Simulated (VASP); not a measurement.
# TiSe2 (P-3m1) in VASP: single point with RPBE

Aim: the single point of TiSe2 with RPBE.

Program: VASP 6.6.1. These are calculated values, not measurements. Logs are shortened: lines on timing, memory, paths and dates and some standing lists are left out, and cuts for length are marked.

**1. The cell of the first run**

The structure is trigonal, space group P-3m1 (No. 164). The conventional cell has a = 3.543 Å, b = 3.543 Å, c = 6.670 Å, α = 90.00°, β = 90.00°, γ = 120.00°. Ti (site symmetry -3m) has 6 Se at 2.56 Å within 3.4 Å. Se (site symmetry 3m) has 3 Ti at 2.56 Å within 3.4 Å.

**2. Single point, RPBE, non-collinear spin, zero start, spin-orbit coupling**

INCAR reads:

```
ALGO = Normal
EDIFF = 1E-6
ENCUT = 500
GGA = RP
GGA_COMPAT = F
ISIF = 2
ISMEAR = 0
LASPH = T
LCHARG = F
LMAXMIX = 4
LORBIT = 11
LORBMOM = T
LREAL = F
LSORBIT = T
LWAVE = F
MAGMOM = 0 0 0 0 0 0 0 0 0
NBANDS = 37
NELM = 200
PREC = Accurate
SIGMA = 0.05
```

KPOINTS reads:

```
k-points
0
Gamma
  12 12 6
```

POSCAR reads:

```
TiSe2
1.0
    3.5431360632      0.0000000000      0.0000000000
   -1.7715680316      3.0684458398      0.0000000000
    0.0000000000      0.0000000000      6.6702112453
Ti Se
1 2
Direct
    0.0000000000      0.0000000000      0.0000000000
    0.3333333333      0.6666666667      0.2318608152
    0.6666666667      0.3333333333      0.7681391848
```

Potentials or basis: VASP PAW PBE potentials, release 64 (Ti_sv, Se).

On the command line:

```console
$ cat potpaw_PBE.64/Ti_sv/POTCAR potpaw_PBE.64/Se/POTCAR > POTCAR
$ mpirun -np 1 vasp_ncl > vasp.out
```

OUTCAR:

```text
EDIFF = 1E-6
   ENCUT = 500
   GGA = RP
   ISIF = 2
   ISMEAR = 0
   LASPH = T
   LORBIT = 11
   LREAL = F
   LSORBIT = T
   NELM = 200
   PREC = Accurate

 ion  position               nearest neighbor table
   1  0.000  0.000  0.000-   2 2.56   3 2.56   3 2.56   2 2.56   3 2.56   2 2.56
   2  0.333  0.667  0.232-   1 2.56   1 2.56   1 2.56
   3  0.667  0.333  0.768-   1 2.56   1 2.56   1 2.56

  LATTYP: Found a hexagonal cell.
 ALAT       =     3.5431360632
 C/A-ratio  =     1.8825727057

  Lattice vectors:

 A1 = (   3.5431360632,   0.0000000000,   0.0000000000)
 A2 = (  -1.7715680316,   3.0684458398,   0.0000000000)
 A3 = (   0.0000000000,   0.0000000000,   6.6702112453)

Analysis of symmetry for initial positions (statically):
=====================================================================
 Subroutine PRICEL returns:
 Original cell was already a primitive cell.

 Routine SETGRP: Setting up the symmetry group for a
 hexagonal supercell.

 Subroutine GETGRP returns: Found 12 space group operations
 (whereof 12 operations were pure point group operations)
 out of a pool of 24 trial point group operations.

The static configuration has the point symmetry D_3d.

Analysis of symmetry for dynamics (positions and initial velocities):
=====================================================================
 Subroutine PRICEL returns:
 Original cell was already a primitive cell.

 Routine SETGRP: Setting up the symmetry group for a
 hexagonal supercell.

 Subroutine GETGRP returns: Found 12 space group operations
 (whereof 12 operations were pure point group operations)
 out of a pool of 24 trial point group operations.

The dynamic configuration has the point symmetry D_3d.

Analysis of structural, dynamic, and magnetic symmetry:
=====================================================================
 Subroutine PRICEL returns:
 Original cell was already a primitive cell.

 Routine SETGRP: Setting up the symmetry group for a
 hexagonal supercell.

 Subroutine GETGRP returns: Found 12 space group operations
 (whereof 12 operations were pure point group operations)
 out of a pool of 24 trial point group operations.

The overall configuration has the point symmetry D_3d.

 Subroutine INISYM returns: Found 12 space group operations
 (whereof 12 operations are pure point group operations),
 and found     1 'primitive' translations

----------------------------------------------------------------------------------------

                                     Primitive cell

  volume of cell :      72.5180

  direct lattice vectors                    reciprocal lattice vectors
     3.543136063  0.000000000  0.000000000     0.282235845  0.162948941  0.000000000
    -1.771568032  3.068445840  0.000000000     0.000000000  0.325897882  0.000000000
     0.000000000  0.000000000  6.670211245     0.000000000  0.000000000  0.149920289

  length of vectors
     3.543136063  3.543136063  6.670211245     0.325897882  0.325897882  0.149920289

  position of ions in fractional coordinates (direct lattice)
     0.000000000  0.000000000  0.000000000
     0.333333333  0.666666667  0.231860815
     0.666666667  0.333333333  0.768139185

  ion indices of the primitive-cell ions
   primitive index   ion index
                 1           1
                 2           2
                 3           3

----------------------------------------------------------------------------------------

 KPOINTS: k-points

Automatic generation of k-mesh.
 Grid dimensions read from file:
 generate k-points for:   12   12    6

 Generating k-lattice:

  Cartesian coordinates                     Fractional coordinates (reciprocal lattice)
     0.023519654  0.013579078  0.000000000     0.083333333  0.000000000  0.000000000
[... 100 lines left out ...]

 number of electron      23.9999996 magnetization       0.0000000      0.0000000     -0.0000000

 number of electron      23.9999996 magnetization       0.0000000      0.0000000      0.0000000

 Free energy of the ion-electron system (eV)
  ---------------------------------------------------
  ext. energy  EPLUGINS =         0.00000000
  ---------------------------------------------------
  free energy    TOTEN  =       -17.20528541 eV

  energy without entropy =      -17.20396217  energy(sigma->0) =      -17.20462379

 E-fermi :   3.8151     XC(G=0):  -9.1366

 val. band max:        3.8037577317   @ k =   0.4167   0.0000   0.5000
 cond. band min:       3.8619940965   @ k =   0.0000   0.4167   0.1667
 fundamental gap:      0.0582363649
 Fermi energy:         3.8151003287

 k-point     1 :       0.0000    0.0000    0.0000
  band No.  band energies     occupation
      1     -53.9966      1.00000
      2     -53.9966      1.00000
      3     -30.5712      1.00000
      4     -30.5712      1.00000
      5     -29.9232      1.00000
      6     -29.9232      1.00000
[... 925 lines left out ...]
     35      10.7182      0.00000
     36      10.7182      0.00000

 [... further k-points ...]

 [bands above 36 left out]

------------------------ aborting loop because EDIFF is reached ----------------------------------------

  FORCE on cell =-STRESS in cart. coord.  units (eV):
  Direction    XX          YY          ZZ          XY          YZ          ZX
  --------------------------------------------------------------------------------------
  -------------------------------------------------------------------------------------
  Total        1.0207003      1.0207003      0.9873318      0.0000000      0.0000000      0.0000000
  in kB       22.5508524     22.5508524     21.8136232      0.0000000      0.0000000      0.0000000
  external PRESSURE =      22.3051093 kB  Pullay stress =       0.0000000 kB

 VOLUME and BASIS-vectors are now :
 -----------------------------------------------------------------------------
  energy-cutoff  :      500.00
  volume of cell :       72.52
      direct lattice vectors                 reciprocal lattice vectors
     3.543136063  0.000000000  0.000000000     0.282235845  0.162948941  0.000000000
    -1.771568032  3.068445840  0.000000000     0.000000000  0.325897882  0.000000000
     0.000000000  0.000000000  6.670211245     0.000000000  0.000000000  0.149920289

 POSITION                                       TOTAL-FORCE (eV/Angst)
 -----------------------------------------------------------------------------------
      0.00000      0.00000      0.00000        -0.000000      0.000000      0.000000
     -0.00000      2.04563      1.54656         0.000000     -0.000000      0.126903
      1.77157      1.02282      5.12365        -0.000000      0.000000     -0.126903
 -----------------------------------------------------------------------------------
    total drift:                                0.000000     -0.000000     -0.000000

  FREE ENERGIE OF THE ION-ELECTRON SYSTEM (eV)
  ---------------------------------------------------
  free  energy   TOTEN  =       -17.2052854062 eV

  energy  without entropy=      -17.2039621685  energy(sigma->0) =      -17.20462379

 orbital moment (x)

 # of ion     p       d       tot
 ----------------------------------------
  1        -0.000  -0.000  -0.000
  2         0.000  -0.000   0.000
  3         0.000  -0.000   0.000
 ----------------------------------------
            0.000  -0.000   0.000

 orbital moment (y)

 # of ion     p       d       tot
 ----------------------------------------
  1        -0.000  -0.000  -0.000
  2        -0.000  -0.000  -0.000
  3        -0.000  -0.000  -0.000
 ----------------------------------------
           -0.000  -0.000  -0.000

 orbital moment (z)

 # of ion     p       d       tot
 ----------------------------------------
  1         0.000   0.000   0.000
  2         0.000  -0.000  -0.000
  3         0.000  -0.000  -0.000
 ----------------------------------------
            0.000   0.000   0.000

 Spin-Orbit-Coupling matrix elements

 Ion:    1  E_soc:     -0.0121508
 l=   1
     0.0000000    -0.0017429    -0.0017425
    -0.0017429     0.0000000    -0.0017429
    -0.0017425    -0.0017429     0.0000000
 l=   2
     0.0000000    -0.0000793     0.0000000    -0.0000793    -0.0001282
    -0.0000793     0.0000000    -0.0001281    -0.0001456    -0.0000793
     0.0000000    -0.0001281     0.0000000    -0.0001281     0.0000000
    -0.0000793    -0.0001456    -0.0001281     0.0000000    -0.0000793
    -0.0001282    -0.0000793     0.0000000    -0.0000793     0.0000000
 l=   3
     0.0000000     0.0000000     0.0000000     0.0000000     0.0000000     0.0000000     0.0000000
     0.0000000     0.0000000     0.0000000     0.0000000     0.0000000     0.0000000     0.0000000
     0.0000000     0.0000000     0.0000000     0.0000000     0.0000000     0.0000000     0.0000000
     0.0000000     0.0000000     0.0000000     0.0000000     0.0000000     0.0000000     0.0000000
[... 29 lines left out ...]
 l=   2
     0.0000000    -0.0000001     0.0000000    -0.0000001     0.0000006
    -0.0000001     0.0000000     0.0000030     0.0000040    -0.0000001
     0.0000000     0.0000030     0.0000000     0.0000030     0.0000000
    -0.0000001     0.0000040     0.0000030     0.0000000    -0.0000001
     0.0000006    -0.0000001     0.0000000    -0.0000001     0.0000000
 l=   3
     0.0000000     0.0000000     0.0000000     0.0000000     0.0000000     0.0000000     0.0000000
     0.0000000     0.0000000     0.0000000     0.0000000     0.0000000     0.0000000     0.0000000
     0.0000000     0.0000000     0.0000000     0.0000000     0.0000000     0.0000000     0.0000000
     0.0000000     0.0000000     0.0000000     0.0000000     0.0000000     0.0000000     0.0000000
     0.0000000     0.0000000     0.0000000     0.0000000     0.0000000     0.0000000     0.0000000
     0.0000000     0.0000000     0.0000000     0.0000000     0.0000000     0.0000000     0.0000000
     0.0000000     0.0000000     0.0000000     0.0000000     0.0000000     0.0000000     0.0000000

 total charge

# of ion       s       p       d       tot
------------------------------------------
    1        2.177   6.158   1.798  10.133
    2        1.471   2.368   0.032   3.871
    3        1.471   2.368   0.032   3.871
--------------------------------------------------
tot          5.118  10.894   1.862  17.874

 magnetization (x)

# of ion       s       p       d       tot
------------------------------------------
    1        0.000   0.000   0.000   0.000
    2       -0.000   0.000   0.000   0.000
    3       -0.000   0.000  -0.000   0.000
--------------------------------------------------
tot         -0.000   0.000  -0.000   0.000

 magnetization (y)

# of ion       s       p       d       tot
------------------------------------------
    1        0.000   0.000   0.000   0.000
    2        0.000   0.000   0.000   0.000
    3        0.000   0.000   0.000   0.000
--------------------------------------------------
tot          0.000   0.000   0.000   0.000

 magnetization (z)

# of ion       s       p       d       tot
------------------------------------------
    1       -0.000   0.000   0.000  -0.000
    2        0.000   0.000   0.000   0.000
    3        0.000   0.000   0.000   0.000
--------------------------------------------------
tot         -0.000   0.000   0.000  -0.000
```

Run time: 7.2 min. Hardware: 1 thread of Intel Xeon 6975P-C (Granite Rapids), shared host; peak memory 0.59 GiB.

What came out:

* Free energy: -17.2053 eV
* Pressure: 2.2 GPa
* Largest force: 0.127 eV/Å
* Net moment: 0.00 μB per cell
* Valence electrons inside the program's atomic spheres: Ti 10.13; Se 3.87

Forces on the atoms (eV/Å):
```
Ti   0.000  0.000  0.000
Se   0.000  0.000  0.127
Se   0.000  0.000 -0.127
```

Moments on the atoms (μB; x, y, z):
```
Ti  0.00 0.00 0.00
Se  0.00 0.00 0.00
Se  0.00 0.00 0.00
```

Caveat: the PAW data sets were made with another functional, which shifts forces and pressure a little; this functional lacks dispersion, which binds the layers, so the pressure and a relaxed spacing across them are unreliable.
